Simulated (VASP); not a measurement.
# CaSe in VASP: further runs, part 2 of 2

VASP 6.6.1. The steps go on from the part before.

## 4. Electric field gradients, PBE (atom 1 (Ca) moved by [0.03, 0.0, 0.0] A)

INCAR reads:

```
SYSTEM = CaSe
PREC = Accurate
ENCUT = 400
EDIFF = 1E-8
ISMEAR = -1
SIGMA = 0.01
LREAL = .FALSE.
LASPH = .TRUE.
NELM = 120
ALGO = Normal
ISIF = 2
LWAVE = .FALSE.
LCHARG = .FALSE.
GGA = PE
LEFG = .TRUE.
NBANDS = 15
GGA_COMPAT = .FALSE.
```

KPOINTS reads:

```
Automatic mesh
0
G
  7 7 7
  0 0 0
```

POSCAR reads:

```
CaSe
1.0
    0.0000000000      2.9560000000      2.9560000000
    2.9560000000      0.0000000000      2.9560000000
    2.9560000000      2.9560000000      0.0000000000
Ca Se
1 1
Direct
   -0.0050744249      0.0050744249      0.0050744249
    0.5000000000      0.5000000000      0.5000000000
```

Potentials or basis: VASP PAW PBE potentials, release 64 (Ca_sv, Se).

On the command line:

```
$ cat potpaw_PBE.64/Ca_sv/POTCAR potpaw_PBE.64/Se/POTCAR > POTCAR
$ mpirun -np 1 vasp_std > vasp.out
```

OUTCAR:

```text
SYSTEM = CaSe
   PREC = Accurate
   ENCUT = 400
   EDIFF = 1E-8
   ISMEAR = -1
   LREAL = .FALSE.
   LASPH = .TRUE.
   NELM = 120
   ISIF = 2
   GGA = PE

 ion  position               nearest neighbor table
   1  0.995  0.005  0.005-   2 2.93   2 2.96   2 2.96   2 2.96   2 2.96
   2  0.500  0.500  0.500-   1 2.93   1 2.96   1 2.96   1 2.96   1 2.96

  LATTYP: Found a face centered cubic cell.
 ALAT       =     5.9120000000

  Lattice vectors:

 A1 = (   0.0000000000,   2.9560000000,   2.9560000000)
 A2 = (   2.9560000000,   0.0000000000,   2.9560000000)
 A3 = (   2.9560000000,   2.9560000000,   0.0000000000)

Analysis of symmetry for initial positions (statically):
=====================================================================
 Subroutine PRICEL returns:
 Original cell was already a primitive cell.

 Routine SETGRP: Setting up the symmetry group for a
 face centered cubic supercell.

 Subroutine GETGRP returns: Found  8 space group operations
 (whereof  8 operations were pure point group operations)
 out of a pool of 48 trial point group operations.

The static configuration has the point symmetry C_4v.

Analysis of symmetry for dynamics (positions and initial velocities):
=====================================================================
 Subroutine PRICEL returns:
 Original cell was already a primitive cell.

 Routine SETGRP: Setting up the symmetry group for a
 face centered cubic supercell.

 Subroutine GETGRP returns: Found  8 space group operations
 (whereof  8 operations were pure point group operations)
 out of a pool of 48 trial point group operations.

The dynamic configuration has the point symmetry C_4v.

 Subroutine INISYM returns: Found  8 space group operations
 (whereof  8 operations are pure point group operations),
 and found     1 'primitive' translations

----------------------------------------------------------------------------------------

                                     Primitive cell

  volume of cell :      51.6587

  direct lattice vectors                    reciprocal lattice vectors
     0.000000000  2.956000000  2.956000000    -0.169147497  0.169147497  0.169147497
     2.956000000  0.000000000  2.956000000     0.169147497 -0.169147497  0.169147497
     2.956000000  2.956000000  0.000000000     0.169147497  0.169147497 -0.169147497

  length of vectors
     4.180415290  4.180415290  4.180415290     0.292972058  0.292972058  0.292972058

  position of ions in fractional coordinates (direct lattice)
     0.994925575  0.005074425  0.005074425
     0.500000000  0.500000000  0.500000000

  ion indices of the primitive-cell ions
   primitive index   ion index
                 1           1
                 2           2

----------------------------------------------------------------------------------------

 KPOINTS: Automatic mesh

Automatic generation of k-mesh.
 Grid dimensions read from file:
 generate k-points for:    7    7    7

 Generating k-lattice:

  Cartesian coordinates                     Fractional coordinates (reciprocal lattice)
    -0.024163928  0.024163928  0.024163928     0.142857143  0.000000000  0.000000000
[... 80 lines left out ...]
  volume/ion in A,a.u.               =      25.83       174.30
  Fermi-wavevector in a.u.,A,eV,Ry     =   1.107645  2.093145 16.692666  1.226876
  Thomas-Fermi vector in A             =   2.244161
   LORBIT       =      0    0 simple, 1 ext, 2 COOP (PROOUT), +10 PAW based schemes
   GGA     = PE    functional components
   LHFCALC =     F    Hartree Fock is set to
   AEXX    =    0.0000 exact exchange contribution
   IVDW    =     0    specifies the selected vdW correction
   LEPSILON=     F    determine dielectric tensor
   LRPA    =     F    only Hartree local field effects (RPA)
 non-spin polarized calculation
  energy-cutoff  :      400.00
  volume of cell :       51.66
 maximum number of plane-waves:       952
   NGX = 13   NGY = 13   NGZ = 13

 number of electron      16.0000002 magnetization

 Free energy of the ion-electron system (eV)
  ---------------------------------------------------
  ext. energy  EPLUGINS =         0.00000000
  ---------------------------------------------------
  free energy    TOTEN  =        -9.47809936 eV

  energy without entropy =       -9.47809936  energy(sigma->0) =       -9.47809936

 E-fermi :   2.6742     XC(G=0):  -9.1619

 val. band max:        2.4569135867   @ k =   0.0000   0.0000   0.0000
 cond. band min:       4.5397289480   @ k =   0.0000   0.4286   0.4286
 fundamental gap:      2.0828153613
 Fermi energy:         2.6742163589

 k-point     1 :       0.0000    0.0000    0.0000
  band No.  band energies     occupation
      1     -37.2852      2.00000
      2     -18.2794      2.00000
      3     -18.2792      2.00000
      4     -18.2792      2.00000
      5      -9.3464      2.00000
      6       2.4562      2.00000
      7       2.4569      2.00000
      8       2.4569      2.00000
      9       5.8080      0.00000
     10       6.1649      0.00000
     11       6.1667      0.00000
     12       6.1667      0.00000
     13       6.7355      0.00000
     14       6.7396      0.00000
[... 401 lines left out ...]
      2     -18.3598      2.00000
      3     -18.3262      2.00000
      4     -18.2913      2.00000
      5      -8.6868      2.00000
      6      -0.1945      2.00000
      7       0.6964      2.00000
      8       1.2685      2.00000
      9       7.2552      0.00000
     10       7.4958      0.00000
     11       7.6020      0.00000
     12       7.7477      0.00000
     13       9.2949      0.00000
     14       9.6867      0.00000
     15      11.4764      0.00000

 [... further k-points ...]

------------------------ aborting loop because EDIFF is reached ----------------------------------------

  FORCE on cell =-STRESS in cart. coord.  units (eV):
  Direction    XX          YY          ZZ          XY          YZ          ZX
  --------------------------------------------------------------------------------------
  -------------------------------------------------------------------------------------
  Total        0.4485296      0.4287660      0.4287660     -0.0000000      0.0000000      0.0000000
  in kB       13.9110022     13.2980388     13.2980388     -0.0000000      0.0000000      0.0000000
  external PRESSURE =      13.5023599 kB  Pullay stress =       0.0000000 kB

 VOLUME and BASIS-vectors are now :
 -----------------------------------------------------------------------------
  energy-cutoff  :      400.00
  volume of cell :       51.66
      direct lattice vectors                 reciprocal lattice vectors
     0.000000000  2.956000000  2.956000000    -0.169147497  0.169147497  0.169147497
     2.956000000  0.000000000  2.956000000     0.169147497 -0.169147497  0.169147497
     2.956000000  2.956000000  0.000000000     0.169147497  0.169147497 -0.169147497

 POSITION                                       TOTAL-FORCE (eV/Angst)
 -----------------------------------------------------------------------------------
      0.03000      2.95600      2.95600        -0.094797      0.000000      0.000000
      2.95600      2.95600      2.95600         0.094797      0.000000      0.000000
 -----------------------------------------------------------------------------------
    total drift:                               -0.000264      0.000000     -0.000000

  FREE ENERGIE OF THE ION-ELECTRON SYSTEM (eV)
  ---------------------------------------------------
  free  energy   TOTEN  =        -9.4780993585 eV

  energy  without entropy=       -9.4780993585  energy(sigma->0) =       -9.47809936

 Electric field gradients (V/A^2)
---------------------------------------------------------------------
 ion       V_xx      V_yy      V_zz      V_xy      V_xz      V_yz
---------------------------------------------------------------------
   1      -0.104     0.052     0.052     0.001     0.001     0.001
   2      -0.308     0.154     0.154    -0.000    -0.000    -0.000
---------------------------------------------------------------------

 Electric field gradients after diagonalization (V/A^2)
 (convention: |V_zz| > |V_xx| > |V_yy|)
----------------------------------------------------------------------
 ion       V_xx      V_yy      V_zz     asymmetry (V_yy - V_xx)/ V_zz
----------------------------------------------------------------------
   1       0.053     0.051    -0.104       0.016
   2       0.155     0.154    -0.308       0.003
----------------------------------------------------------------------

           NMR quadrupolar parameters

 Cq : quadrupolar parameter    Cq=e*Q*V_zz/h
 eta: asymmetry parameters     (V_yy - V_xx)/ V_zz
 Q  : nuclear electric quadrupole moment in mb (millibarn)
----------------------------------------------------------------------
 ion       Cq(MHz)       eta       Q (mb)
----------------------------------------------------------------------
   1      -0.000       0.016       1.000
   2      -0.001       0.003       1.000
----------------------------------------------------------------------
```

OSZICAR:

```text
N       E                     dE             d eps       ncg     rms          rms(c)
DAV:   1     0.927006535181E+02    0.92701E+02   -0.65191E+03  1200   0.810E+02
DAV:   2    -0.578421978072E+01   -0.98485E+02   -0.94296E+02  1522   0.220E+02
DAV:   3    -0.945012897133E+01   -0.36659E+01   -0.36385E+01  1697   0.414E+01
DAV:   4    -0.961885781523E+01   -0.16873E+00   -0.16870E+00  1606   0.731E+00
DAV:   5    -0.961985964459E+01   -0.10018E-02   -0.10018E-02  1653   0.638E-01    0.426E+00
DAV:   6    -0.948146904628E+01    0.13839E+00   -0.18117E-01  1410   0.225E+00    0.254E+00
DAV:   7    -0.947408350429E+01    0.73855E-02   -0.98482E-02  1536   0.195E+00    0.811E-01
DAV:   8    -0.947786193258E+01   -0.37784E-02   -0.11580E-02  1270   0.806E-01    0.113E-01
DAV:   9    -0.947796742611E+01   -0.10549E-03   -0.61802E-04  1557   0.249E-01    0.471E-02
DAV:  10    -0.947808225529E+01   -0.11483E-03   -0.14626E-04  1333   0.733E-02    0.159E-02
DAV:  11    -0.947810142792E+01   -0.19173E-04   -0.46810E-05  1445   0.602E-02    0.950E-03
DAV:  12    -0.947809989153E+01    0.15364E-05   -0.22550E-06  1523   0.117E-02    0.470E-03
DAV:  13    -0.947809923940E+01    0.65212E-06   -0.95679E-07  1452   0.608E-03    0.161E-03
DAV:  14    -0.947809929505E+01   -0.55648E-07   -0.24010E-08  1334   0.909E-04    0.106E-03
DAV:  15    -0.947809939325E+01   -0.98197E-07   -0.13307E-08  1293   0.713E-04    0.480E-04
DAV:  16    -0.947809936497E+01    0.28285E-07   -0.82144E-10   740   0.269E-04    0.168E-04
DAV:  17    -0.947809935851E+01    0.64540E-08   -0.13382E-10   691   0.744E-05
   1 F= -.94780994E+01 E0= -.94780994E+01  d E =-.141859E-11
```

stdout:

```text
POSCAR found type information on POSCAR CaSe
 POSCAR found :  2 types and       2 ions
 scaLAPACK will be used
 LDA part: xc-table for (Slater+PW92), standard interpolation
 POSCAR, INCAR and KPOINTS ok, starting setup
 FFT: planning ... GRIDC
 FFT: planning ... GRID_SOFT
 FFT: planning ... GRID
 WAVECAR not read
 entering main loop
ion   1

ion   2
```

Wall time 54 s (1 thread of Intel Xeon 8259CL, shared host); peak memory 0.16 GiB.

Results:

```yaml
Free_energy: -9.4781 eV
Pressure: 1.4 GPa
Largest_force: 0.095 eV/Å
Band_gap_on_the_k_mesh: 2.08 eV (least direct gap 2.99 eV)
Largest_electric_field_gradient_by_atom: Ca -0.1; Se -0.3 V/Å²
```

Forces on the atoms (eV/Å):
```
Ca  -0.095  0.000  0.000
Se   0.095  0.000  0.000
```

Levels at points of the mesh, in eV from the valence-band top:
| k point | band 5 | band 6 | band 7 | band 8 | band 9 | band 10 | band 11 | band 12 |
| --- | --- | --- | --- | --- | --- | --- | --- | --- |
| (0.00, 0.00, 0.00) | -11.80 | 0.00 | 0.00 | 0.00 | 3.35 | 3.71 | 3.71 | 3.71 |

Electric field gradients, principal values (V/Å²):
| atom | least | middle | greatest (by size) |
| --- | --- | --- | --- |
| 1 Ca | 0.051 | 0.053 | -0.104 |
| 2 Se | 0.154 | 0.155 | -0.308 |

Caveat: the cell differs from its parent crystal (atom 1 (Ca) moved by [0.03, 0.0, 0.0] A); without QUAD_EFG the Cq values of the log hold for a quadrupole moment of 1 mb, not for the nuclei. A k mesh can miss the band edges.

## 5. Electric field gradients, PBE (atom 1 (Ca) moved by [0.03, 0.0, 0.0] A)

INCAR reads:

```
PREC = Accurate
ENCUT = 400
EDIFF = 1E-8
ISMEAR = -1
SIGMA = 0.01
LREAL = F
LASPH = T
NELM = 120
ALGO = Normal
ISIF = 2
LWAVE = F
LCHARG = F
GGA = PE
LEFG = T
NBANDS = 15
GGA_COMPAT = F
```

KPOINTS reads:

```
Automatic mesh
0
Gamma
  7 7 7
```

POSCAR is that of step 4.

Potentials or basis: VASP PAW PBE potentials, release 64 (Ca_sv, Se).

On the command line:

```
$ cat potpaw_PBE.64/Ca_sv/POTCAR potpaw_PBE.64/Se/POTCAR > POTCAR
$ mpirun -np 1 vasp_std > vasp.out
```

OUTCAR:

```text
PREC = Accurate
   ENCUT = 400
   EDIFF = 1E-8
   ISMEAR = -1
   LREAL = F
   LASPH = T
   NELM = 120
   ISIF = 2
   GGA = PE

 ion  position               nearest neighbor table
   1  0.995  0.005  0.005-   2 2.93   2 2.96   2 2.96   2 2.96   2 2.96
   2  0.500  0.500  0.500-   1 2.93   1 2.96   1 2.96   1 2.96   1 2.96

  LATTYP: Found a face centered cubic cell.
 ALAT       =     5.9120000000

  Lattice vectors:

 A1 = (   0.0000000000,   2.9560000000,   2.9560000000)
 A2 = (   2.9560000000,   0.0000000000,   2.9560000000)
 A3 = (   2.9560000000,   2.9560000000,   0.0000000000)

Analysis of symmetry for initial positions (statically):
=====================================================================
 Subroutine PRICEL returns:
 Original cell was already a primitive cell.

 Routine SETGRP: Setting up the symmetry group for a
 face centered cubic supercell.

 Subroutine GETGRP returns: Found  8 space group operations
 (whereof  8 operations were pure point group operations)
 out of a pool of 48 trial point group operations.

[... 617 lines left out ...]
     0.000000000  2.956000000  2.956000000    -0.169147497  0.169147497  0.169147497
     2.956000000  0.000000000  2.956000000     0.169147497 -0.169147497  0.169147497
     2.956000000  2.956000000  0.000000000     0.169147497  0.169147497 -0.169147497

 POSITION                                       TOTAL-FORCE (eV/Angst)
 -----------------------------------------------------------------------------------
      0.03000      2.95600      2.95600        -0.094797      0.000000      0.000000
      2.95600      2.95600      2.95600         0.094797      0.000000      0.000000
 -----------------------------------------------------------------------------------
    total drift:                               -0.000264      0.000000     -0.000000

  FREE ENERGIE OF THE ION-ELECTRON SYSTEM (eV)
  ---------------------------------------------------
  free  energy   TOTEN  =        -9.4780993585 eV

  energy  without entropy=       -9.4780993585  energy(sigma->0) =       -9.47809936

 Electric field gradients (V/A^2)
---------------------------------------------------------------------
 ion       V_xx      V_yy      V_zz      V_xy      V_xz      V_yz
---------------------------------------------------------------------
   1      -0.104     0.052     0.052     0.001     0.001     0.001
   2      -0.308     0.154     0.154    -0.000    -0.000    -0.000
---------------------------------------------------------------------

 Electric field gradients after diagonalization (V/A^2)
 (convention: |V_zz| > |V_xx| > |V_yy|)
----------------------------------------------------------------------
 ion       V_xx      V_yy      V_zz     asymmetry (V_yy - V_xx)/ V_zz
----------------------------------------------------------------------
   1       0.053     0.051    -0.104       0.016
   2       0.155     0.154    -0.308       0.003
----------------------------------------------------------------------

           NMR quadrupolar parameters

 Cq : quadrupolar parameter    Cq=e*Q*V_zz/h
 eta: asymmetry parameters     (V_yy - V_xx)/ V_zz
 Q  : nuclear electric quadrupole moment in mb (millibarn)
----------------------------------------------------------------------
 ion       Cq(MHz)       eta       Q (mb)
----------------------------------------------------------------------
   1      -0.000       0.016       1.000
   2      -0.001       0.003       1.000
----------------------------------------------------------------------
```

OSZICAR:

```text
N       E                     dE             d eps       ncg     rms          rms(c)
DAV:   1     0.927006535181E+02    0.92701E+02   -0.65191E+03  1200   0.810E+02
DAV:   2    -0.578421978072E+01   -0.98485E+02   -0.94296E+02  1522   0.220E+02
DAV:   3    -0.945012897133E+01   -0.36659E+01   -0.36385E+01  1697   0.414E+01
DAV:   4    -0.961885781523E+01   -0.16873E+00   -0.16870E+00  1606   0.731E+00
DAV:   5    -0.961985964459E+01   -0.10018E-02   -0.10018E-02  1653   0.638E-01    0.426E+00
DAV:   6    -0.948146904628E+01    0.13839E+00   -0.18117E-01  1410   0.225E+00    0.254E+00
DAV:   7    -0.947408350429E+01    0.73855E-02   -0.98482E-02  1536   0.195E+00    0.811E-01
DAV:   8    -0.947786193258E+01   -0.37784E-02   -0.11580E-02  1270   0.806E-01    0.113E-01
DAV:   9    -0.947796742611E+01   -0.10549E-03   -0.61802E-04  1557   0.249E-01    0.471E-02
DAV:  10    -0.947808225529E+01   -0.11483E-03   -0.14626E-04  1333   0.733E-02    0.159E-02
DAV:  11    -0.947810142792E+01   -0.19173E-04   -0.46810E-05  1445   0.602E-02    0.950E-03
DAV:  12    -0.947809989153E+01    0.15364E-05   -0.22550E-06  1523   0.117E-02    0.470E-03
DAV:  13    -0.947809923940E+01    0.65212E-06   -0.95679E-07  1452   0.608E-03    0.161E-03
DAV:  14    -0.947809929505E+01   -0.55648E-07   -0.24010E-08  1334   0.909E-04    0.106E-03
DAV:  15    -0.947809939325E+01   -0.98197E-07   -0.13307E-08  1293   0.713E-04    0.480E-04
DAV:  16    -0.947809936497E+01    0.28285E-07   -0.82144E-10   740   0.269E-04    0.168E-04
DAV:  17    -0.947809935851E+01    0.64540E-08   -0.13382E-10   691   0.744E-05
   1 F= -.94780994E+01 E0= -.94780994E+01  d E =-.141859E-11
```

stdout:

```text
POSCAR found type information on POSCAR CaSe
 POSCAR found :  2 types and       2 ions
 scaLAPACK will be used
 LDA part: xc-table for (Slater+PW92), standard interpolation
 POSCAR, INCAR and KPOINTS ok, starting setup
 FFT: planning ... GRIDC
 FFT: planning ... GRID_SOFT
 FFT: planning ... GRID
 WAVECAR not read
 entering main loop
ion   1

ion   2
```

Wall time 44 s (1 thread of Intel Xeon 8259CL, shared host); peak memory 0.16 GiB.

Results:

| Property | Result |
| --- | --- |
| Free energy | -9.4781 eV |
| Pressure | 1.4 GPa |
| Largest force | 0.095 eV/Å |
| Band gap on the k mesh | 2.08 eV (least direct gap 2.99 eV) |
| Largest electric field gradient by atom | Ca -0.1; Se -0.3 V/Å² |

Forces on the atoms (eV/Å):
```
Ca  -0.095  0.000  0.000
Se   0.095  0.000  0.000
```

Electric field gradients, principal values (V/Å²):
```csv
atom,least,middle,greatest (by size)
1 Ca,0.051,0.053,-0.104
2 Se,0.154,0.155,-0.308
```

Caveat: the cell differs from its parent crystal (atom 1 (Ca) moved by [0.03, 0.0, 0.0] A); without QUAD_EFG the Cq values of the log hold for a quadrupole moment of 1 mb, not for the nuclei. A k mesh can miss the band edges.
